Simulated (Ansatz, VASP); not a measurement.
# One calculation of K, two programs

```xyz
1
Lattice="4.5475 0.0000 0.0000 0.0000 4.3104 0.0000 0.0000 0.0000 4.5475" Properties=species:S:1:pos:R:3 pbc="T T T"
K     0.0000    0.0000    0.0000
```

Change from the starting cell: normal strain along x +0.0550, normal strain along z +0.0550.

Alike in both runs: task single point; functional r2SCAN; k mesh 10 × 10 × 10; occupations gaussian, width 0.15 eV; no spin polarisation.

```csv
,VASP,Ansatz
version,VASP 6.6.1,Ansatz 0.2.0
potentials or method,"VASP PAW PBE potentials, release 64 (K_sv), cutoff 520 eV","scalar-relativistic, plane waves, PAW"
valence electrons in the cell,9,9
```

```tsv
	VASP	Ansatz	Ansatz less VASP
gap on the k mesh at the Fermi level (eV)	none	none	-
pressure (GPa)	-0.3	-0.2	+0.02
traceless stress, the component that is largest in VASP (GPa)	0.30	0.30	-0.001
```

VASP's potentials were made for PBE, not for r2SCAN. A gap of «none» marks a metal or a gap that the smearing closes.
